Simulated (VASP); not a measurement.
# AlRu (P4/mmm) in VASP: a series of runs

AlRu is run at these levels: PBEsol; tasks: single point.

All numbers are computed with VASP 6.6.1; they aren't measurements. Logs are shortened: lines on timing, memory, paths and dates and some standing lists are left out, and cuts for length are marked.

## Step 1: The cell of the first run

The structure is tetragonal, space group P4/mmm (No. 123). The conventional cell has a = 2.932 Å, b = 2.932 Å, c = 2.992 Å, α = 90.00°, β = 90.00°, γ = 90.00°. Al (site symmetry 4/mmm) has 8 Ru at 2.56 Å and 6 Al at 2.93 to 2.99 Å within 3.4 Å. Within 3.4 Å of Ru (site symmetry 4/mmm) lie 8 Al at 2.56 Å and 6 Ru at 2.93 to 2.99 Å.

## Step 2: Single point, PBEsol (equal xx and yy strain of -2 %)

Contents of INCAR:

```
ALGO = Normal
EDIFF = 1E-7
ENCUT = 520
GGA = PS
ISIF = 2
ISMEAR = -1
LASPH = T
LCHARG = F
LREAL = F
LWAVE = F
NBANDS = 16
NELM = 80
PREC = Accurate
SIGMA = 0.05
```

Contents of KPOINTS:

```
k-points
0
Gamma
  12 12 12
```

Contents of POSCAR:

```
AlRu
1.0
    2.9317680000      0.0000000000      0.0000000000
    0.0000000000      2.9317680000      0.0000000000
    0.0000000000      0.0000000000      2.9916000000
Al Ru
1 1
Direct
    0.0000000000      0.0000000000      0.0000000000
    0.5000000000      0.5000000000      0.5000000000
```

Potentials or basis: VASP PAW PBE potentials, release 64 (Al, Ru_pv).

On the command line:

```console
$ cat potpaw_PBE.64/Al/POTCAR potpaw_PBE.64/Ru_pv/POTCAR > POTCAR
$ mpirun -np 1 vasp_std > vasp.out
```

OUTCAR:

```text
EDIFF = 1E-7
   ENCUT = 520
   GGA = PS
   ISIF = 2
   ISMEAR = -1
   LASPH = T
   LREAL = F
   NELM = 80
   PREC = Accurate

 ion  position               nearest neighbor table
   1  0.000  0.000  0.000-   2 2.56   2 2.56   2 2.56   2 2.56   2 2.56   2 2.56   2 2.56   2 2.56

   2  0.500  0.500  0.500-   1 2.56   1 2.56   1 2.56   1 2.56   1 2.56   1 2.56   1 2.56   1 2.56

  LATTYP: Found a simple tetragonal cell.
 ALAT       =     2.9317680000
 C/A-ratio  =     1.0204081633

  Lattice vectors:

 A1 = (   2.9317680000,   0.0000000000,   0.0000000000)
 A2 = (   0.0000000000,   2.9317680000,   0.0000000000)
 A3 = (   0.0000000000,   0.0000000000,   2.9916000000)

Analysis of symmetry for initial positions (statically):
=====================================================================
 Subroutine PRICEL returns:
 Original cell was already a primitive cell.

 Routine SETGRP: Setting up the symmetry group for a
 simple tetragonal supercell.

 Subroutine GETGRP returns: Found 16 space group operations
 (whereof 16 operations were pure point group operations)
 out of a pool of 16 trial point group operations.

The static configuration has the point symmetry D_4h.

Analysis of symmetry for dynamics (positions and initial velocities):
=====================================================================
 Subroutine PRICEL returns:
 Original cell was already a primitive cell.

 Routine SETGRP: Setting up the symmetry group for a
 simple tetragonal supercell.

 Subroutine GETGRP returns: Found 16 space group operations
 (whereof 16 operations were pure point group operations)
 out of a pool of 16 trial point group operations.

The dynamic configuration has the point symmetry D_4h.

 Subroutine INISYM returns: Found 16 space group operations
 (whereof 16 operations are pure point group operations),
 and found     1 'primitive' translations

----------------------------------------------------------------------------------------

                                     Primitive cell

  volume of cell :      25.7136

  direct lattice vectors                    reciprocal lattice vectors
     2.931768000  0.000000000  0.000000000     0.341091110  0.000000000  0.000000000
     0.000000000  2.931768000  0.000000000     0.000000000  0.341091110  0.000000000
     0.000000000  0.000000000  2.991600000     0.000000000  0.000000000  0.334269287

  length of vectors
     2.931768000  2.931768000  2.991600000     0.341091110  0.341091110  0.334269287

  position of ions in fractional coordinates (direct lattice)
     0.000000000  0.000000000  0.000000000
     0.500000000  0.500000000  0.500000000

  ion indices of the primitive-cell ions
   primitive index   ion index
                 1           1
                 2           2

----------------------------------------------------------------------------------------

 KPOINTS: k-points

Automatic generation of k-mesh.
 Grid dimensions read from file:
 generate k-points for:   12   12   12

 Generating k-lattice:

  Cartesian coordinates                     Fractional coordinates (reciprocal lattice)
     0.028424259  0.000000000  0.000000000     0.083333333  0.000000000  0.000000000
     0.000000000  0.028424259  0.000000000     0.000000000  0.083333333  0.000000000
     0.000000000  0.000000000  0.027855774     0.000000000  0.000000000  0.083333333

  Length of vectors
     0.028424259  0.028424259  0.027855774

  Shift w.r.t. Gamma in fractional coordinates (k-lattice)
     0.000000000  0.000000000  0.000000000

 Subroutine IBZKPT returns following result:
 ===========================================

 Found    196 irreducible k-points:

 Following reciprocal coordinates:
            Coordinates               Weight
  0.000000  0.000000  0.000000      1.000000
  0.083333  0.000000  0.000000      4.000000
  0.166667  0.000000  0.000000      4.000000
  0.250000  0.000000  0.000000      4.000000
  0.333333  0.000000  0.000000      4.000000
  0.416667  0.000000  0.000000      4.000000
[... 16 lines left out ...]
  0.333333  0.333333  0.000000      4.000000
  0.416667  0.333333  0.000000      8.000000
 [... further k-points ...]
   k-points           NKPTS =    196   k-points in BZ     NKDIM =    196   number of bands    NBANDS=     16
   number of dos      NEDOS =    301   number of ions     NIONS =      2
   total plane-waves  NPLWV =  13824
   dimension x,y,z NGX =    24 NGY =   24 NGZ =   24
   dimension x,y,z NGXF=    48 NGYF=   48 NGZF=   48
   ions per type =               1   1
   NGX,Y,Z   is equivalent  to a cutoff of  13.61, 13.61, 13.34 a.u.
   NGXF,Y,Z  is equivalent  to a cutoff of  27.22, 27.22, 26.67 a.u.
 SYSTEM =  unknown system
   PREC   = accura    normal or accurate (medium, high low for compatibility)
   ISTART =      0    job   : 0-new  1-cont  2-samecut
   ICHARG =      2    charge: 1-file 2-atom 10-const
   ISPIN  =      1    spin polarized calculation?
   LNONCOLLINEAR =      F non collinear calculations
   LSORBIT =      F    spin-orbit coupling
   LASPH  =      T    aspherical Exc in radial PAW
   ENCUT  =  520.0 eV  38.22 Ry    6.18 a.u.   5.45  5.45  5.56*2*pi/ulx,y,z
   NELM   =     80;   NELMIN=  2; NELMDL= -5     # of ELM steps
   EDIFF  = 0.1E-06   stopping-criterion for ELM
   LREAL  =      F    real-space projection
   EDIFFG = 0.1E-05   stopping-criterion for IOM
   NSW    =      0    number of steps for IOM
   IBRION =     -1    ionic relax: 0-MD 1-quasi-New 2-CG
   NFREE  =      0    steps in history (QN), initial steepest desc. (CG)
   ISIF   =      2    stress and relaxation
   ISYM   =      2    0-nonsym 1-usesym 2-fastsym
   POTIM  = 0.5000    time-step for ionic-motion
   TEBEG  =    0.0;   TEEND  =   0.0 temperature during run
   PSTRESS=    0.0 pullay stress
   NELECT =      17.0000    total number of electrons
   NUPDOWN=      -1.0000    fix difference up-down
   EMIN   =  10.00;   EMAX   =-10.00  energy-range for DOS
   EFERMI =   0.00;   METHOD = LEGACY
   ISMEAR =    -1;   SIGMA  =   0.05  broadening in eV -4-tet -1-fermi 0-gaus
   EFERMI_NEDOS =   21; number of points for ismear=-14 and -15
   IALGO  =     38    algorithm
   IMIX   =      4    mixing-type and parameters
     AMIX     =   0.40;   BMIX     =  1.00
     AMIX_MAG =   1.60;   BMIX_MAG =  1.00
  volume/ion in A,a.u.               =      12.86        86.76
  Fermi-wavevector in a.u.,A,eV,Ry     =   1.426166  2.695064 27.673582  2.033951
  Thomas-Fermi vector in A             =   2.546473
   LORBIT       =      0    0 simple, 1 ext, 2 COOP (PROOUT), +10 PAW based schemes
   GGA     = PS    functional components
   LHFCALC =     F    Hartree Fock is set to
   AEXX    =    0.0000 exact exchange contribution
   IVDW    =     0    specifies the selected vdW correction
   LEPSILON=     F    determine dielectric tensor
   LRPA    =     F    only Hartree local field effects (RPA)
 non-spin polarized calculation
  energy-cutoff  :      520.00
  volume of cell :       25.71
 maximum number of plane-waves:       721
 NGX is ok and might be reduce to    24
   NGX = 11   NGY = 11   NGZ = 11

 number of electron      17.0000001 magnetization

 Free energy of the ion-electron system (eV)
  ---------------------------------------------------
  ext. energy  EPLUGINS =         0.00000000
  ---------------------------------------------------
  free energy    TOTEN  =       -15.51655425 eV

  energy without entropy =      -15.50536266  energy(sigma->0) =      -15.51095846

 E-fermi :  11.1750     XC(G=0): -12.8969

 val. band max:       11.1742157476   @ k =   0.0000   0.0000   0.0833
 cond. band min:      11.1799696431   @ k =   0.0833   0.0000   0.0833
 fundamental gap:      0.0057538956
 Fermi energy:        11.1750423325

 k-point     1 :       0.0000    0.0000    0.0000
  band No.  band energies     occupation
      1     -30.5691      2.00000
      2     -30.5372      2.00000
      3     -30.5372      2.00000
      4       1.2534      2.00000
      5       7.3510      2.00000
      6       7.3677      2.00000
[... 8 lines left out ...]
     15      23.1649      0.00000
     16      27.0515      0.00000

 k-point     2 :       0.0833    0.0000    0.0000
  band No.  band energies     occupation
      1     -30.5676      2.00000
      2     -30.5550      2.00000
      3     -30.5357      2.00000
      4       1.3934      2.00000
      5       7.4044      2.00000
      6       7.4232      2.00000
[... 8 lines left out ...]
     15      23.1665      0.00000
     16      27.4999      0.00000

 k-point     3 :       0.1667    0.0000    0.0000
  band No.  band energies     occupation
      1     -30.6033      2.00000
      2     -30.5634      2.00000
      3     -30.5316      2.00000
      4       1.8039      2.00000
      5       7.5417      2.00000
      6       7.5502      2.00000
[... 8 lines left out ...]
     15      23.7236      0.00000
     16      28.8772      0.00000

 k-point     4 :       0.2500    0.0000    0.0000
  band No.  band energies     occupation
      1     -30.6689      2.00000
      2     -30.5576      2.00000
      3     -30.5260      2.00000
      4       2.4572      2.00000
      5       7.5537      2.00000
      6       7.7598      2.00000
[... 8 lines left out ...]
     15      24.3040      0.00000
     16      27.8557      0.00000
[... 324 lines left out ...]
 k-point    22 :       0.5000    0.2500    0.0000
  band No.  band energies     occupation
      1     -30.7815      2.00000
      2     -30.6407      2.00000
      3     -30.5345      2.00000
      4       5.3629      2.00000
      5       6.3583      2.00000
      6       8.9413      2.00000
[... 8 lines left out ...]
     15      23.1682      0.00000
     16      24.9114      0.00000

 k-point    23 :       0.3333    0.3333    0.0000
  band No.  band energies     occupation
      1     -30.7131      2.00000
      2     -30.7083      2.00000
      3     -30.5344      2.00000
      4       4.6769      2.00000
      5       7.1628      2.00000
      6       8.9864      2.00000
[... 8 lines left out ...]
     15      24.0199      0.00000
     16      26.0637      0.00000

 k-point    24 :       0.4167    0.3333    0.0000
  band No.  band energies     occupation
      1     -30.7564      2.00000
      2     -30.7049      2.00000
      3     -30.5301      2.00000
      4       5.0371      2.00000
      5       7.0993      2.00000
      6       9.2536      2.00000
[... 8 lines left out ...]
     15      23.7198      0.00000
     16      26.4882      0.00000

 [... further k-points ...]
[... 5 lines left out ...]
  --------------------------------------------------------------------------------------
  -------------------------------------------------------------------------------------
  Total        1.1496981      1.1496981      0.5026807      0.0000000      0.0000000     -0.0000000
  in kB       71.6360579     71.6360579     31.3213229      0.0000000      0.0000000     -0.0000000
  external PRESSURE =      58.1978129 kB  Pullay stress =       0.0000000 kB

 VOLUME and BASIS-vectors are now :
 -----------------------------------------------------------------------------
  energy-cutoff  :      520.00
  volume of cell :       25.71
      direct lattice vectors                 reciprocal lattice vectors
     2.931768000  0.000000000  0.000000000     0.341091110  0.000000000  0.000000000
     0.000000000  2.931768000  0.000000000     0.000000000  0.341091110  0.000000000
     0.000000000  0.000000000  2.991600000     0.000000000  0.000000000  0.334269287

 POSITION                                       TOTAL-FORCE (eV/Angst)
 -----------------------------------------------------------------------------------
      0.00000      0.00000      0.00000         0.000000      0.000000      0.000000
      1.46588      1.46588      1.49580         0.000000      0.000000      0.000000
 -----------------------------------------------------------------------------------
    total drift:                                0.000000     -0.000000     -0.000000

  FREE ENERGIE OF THE ION-ELECTRON SYSTEM (eV)
  ---------------------------------------------------
  free  energy   TOTEN  =       -15.5165542540 eV

  energy  without entropy=      -15.5053626603  energy(sigma->0) =      -15.51095846
```

Wall time 58 s (1 thread of Intel Xeon Platinum 8259CL at 2.50GHz (Skylake/Cascade Lake), shared host); peak memory 0.2 GiB.

Results:

```yaml
Free_energy: -15.5166 eV
Pressure: 5.8 GPa
```

Caveat: the cell differs from its parent crystal (equal xx and yy strain of -2 %); the PAW data sets were made with another functional, which shifts forces and pressure a little.

## Step 3: Single point, PBEsol (equal xx and yy strain of -1 %)

Contents of INCAR:

```
SYSTEM = AlRu
  PREC = Accurate
  ENCUT = 520
  EDIFF = 1E-6
  ISMEAR = -1
  SIGMA = 0.05
  LREAL = .FALSE.
  LASPH = .TRUE.
  NELM = 60
  ALGO = Normal
  ISIF = 2
  LWAVE = .FALSE.
  LCHARG = .FALSE.
  GGA = PS
  NBANDS = 16
```

Contents of KPOINTS:

```
regular mesh
0
G
  12 12 12
  0 0 0
```

Contents of POSCAR:

```
AlRu
1.0
    2.9616840000      0.0000000000      0.0000000000
    0.0000000000      2.9616840000      0.0000000000
    0.0000000000      0.0000000000      2.9916000000
Al Ru
1 1
Direct
    0.0000000000      0.0000000000      0.0000000000
    0.5000000000      0.5000000000      0.5000000000
```

Potentials or basis: VASP PAW PBE potentials, release 64 (Al, Ru_pv).

On the command line:

```console
$ cat potpaw_PBE.64/Al/POTCAR potpaw_PBE.64/Ru_pv/POTCAR > POTCAR
$ mpirun -np 1 vasp_std > vasp.out
```

It took 44 s on 1 thread of Intel Xeon Platinum 8259CL at 2.50GHz (Skylake/Cascade Lake), shared host; peak memory 0.2 GiB.

The run converged. Its results:

| Quantity | Value |
| --- | --- |
| Free energy | -15.5311 eV |
| Pressure | 1.0 GPa |

Stress tensor (GPa, compression positive):
```
 1.64  0.00  0.00
 0.00  1.64  0.00
 0.00  0.00 -0.25
```

Levels at points of the mesh, in eV from the Fermi level:
| k point | band 5 | band 6 | band 7 | band 8 | band 9 | band 10 | band 11 | band 12 | band 13 | band 14 |
| --- | --- | --- | --- | --- | --- | --- | --- | --- | --- | --- |
| (0.00, 0.00, 0.00) | -3.70 | -3.69 | 0.18 | 0.18 | 0.24 | 5.97 | 6.28 | 6.28 | 11.10 | 11.14 |
| (0.50, 0.00, 0.00) | -5.47 | -2.86 | -1.72 | -1.60 | 0.45 | 2.42 | 7.44 | 10.93 | 11.20 | 11.99 |
| (0.50, 0.50, 0.00) | -3.15 | -1.34 | -1.34 | -1.26 | -1.26 | 1.63 | 5.51 | 6.53 | 10.61 | 12.00 |
| (0.00, 0.00, 0.50) | -5.58 | -2.90 | -1.60 | -1.60 | 0.49 | 2.24 | 7.45 | 11.20 | 11.20 | 11.99 |
| (0.50, 0.00, 0.50) | -3.18 | -1.43 | -1.36 | -1.18 | -1.15 | 1.56 | 5.37 | 6.47 | 10.84 | 12.00 |
| (0.50, 0.50, 0.50) | -4.74 | -4.74 | 1.64 | 1.72 | 2.73 | 4.11 | 4.18 | 4.18 | 8.72 | 8.72 |

Caveat: the cell differs from its parent crystal (equal xx and yy strain of -1 %); the PAW data sets were made with another functional, which shifts forces and pressure a little.

## Step 4: Single point, PBEsol (equal xx and yy strain of +1 %)

Contents of INCAR:

```
SYSTEM = AlRu
ALGO = Normal
EDIFF = 1E-6
ENCUT = 520
GGA = PS
ISIF = 2
ISMEAR = -1
LASPH = .True.
LCHARG = .True.
LELF = .True.
LREAL = .False.
LVHAR = .True.
LWAVE = .False.
NBANDS = 16
NELM = 100
PREC = Accurate
SIGMA = 0.05
```

Contents of KPOINTS:

```
k-points
0
Gamma
  12 12 12
  0 0 0
```

Contents of POSCAR:

```
AlRu
1.0
    3.0215160000      0.0000000000      0.0000000000
    0.0000000000      3.0215160000      0.0000000000
    0.0000000000      0.0000000000      2.9916000000
Al Ru
1 1
Direct
    0.0000000000      0.0000000000      0.0000000000
    0.5000000000      0.5000000000      0.5000000000
```

On the command line:

```console
$ cat potpaw_PBE.64/Al/POTCAR potpaw_PBE.64/Ru_pv/POTCAR > POTCAR
$ mpirun -np 1 vasp_std > vasp.out
```

Run time: 48 s. Hardware: 1 thread of Intel Xeon Platinum 8259CL at 2.50GHz (Skylake/Cascade Lake), shared host; peak memory 0.2 GiB.

The run converged. Its results:

- Free energy: -15.5099 eV
- Pressure: -7.2 GPa

Stress tensor (GPa, compression positive):
```
-7.78  0.00  0.00
 0.00 -7.78  0.00
 0.00  0.00 -6.11
```

Levels at points of the mesh, in eV from the Fermi level:
| k point | band 6 | band 7 | band 8 | band 9 | band 10 | band 11 | band 12 | band 13 |
| --- | --- | --- | --- | --- | --- | --- | --- | --- |
| (0.00, 0.00, 0.00) | -3.47 | 0.15 | 0.21 | 0.21 | 5.88 | 5.88 | 6.18 | 10.86 |
| (0.50, 0.00, 0.00) | -2.71 | -1.59 | -1.47 | 0.45 | 2.16 | 7.47 | 10.81 | 11.07 |
| (0.50, 0.50, 0.00) | -1.38 | -1.38 | -1.06 | -1.06 | 1.44 | 5.06 | 6.04 | 10.60 |
| (0.00, 0.00, 0.50) | -2.68 | -1.59 | -1.59 | 0.40 | 2.33 | 7.46 | 10.82 | 10.82 |
| (0.50, 0.00, 0.50) | -1.36 | -1.29 | -1.17 | -1.14 | 1.51 | 5.20 | 6.10 | 10.37 |
| (0.50, 0.50, 0.50) | -4.50 | 1.54 | 1.61 | 2.49 | 4.04 | 4.04 | 4.10 | 8.30 |

Caveat: the cell differs from its parent crystal (equal xx and yy strain of +1 %); the PAW data sets were made with another functional, which shifts forces and pressure a little.

## Step 5: The runs side by side

```tsv
cell	gap on the mesh (eV)	pressure (GPa)
a = 2.932, b = 2.932, c = 2.992 Å, 2 atoms	none	5.8
a = 2.962, b = 2.962, c = 2.992 Å, 2 atoms	none	1.0
a = 3.022, b = 3.022, c = 2.992 Å, 2 atoms	none	-7.2
```

Alike in all rows: task single point; level PBEsol; potentials or basis VASP PAW PBE potentials, release 64 (Al, Ru_pv); no spin polarisation; k mesh 12 × 12 × 12; cutoff (eV) 520; smearing fermi-dirac 0.05 eV.

Caveats: the PAW data sets were made with another functional, which shifts forces and pressure a little.

Total energies depend on the potentials used, so only differences within one code and one set of settings carry meaning.
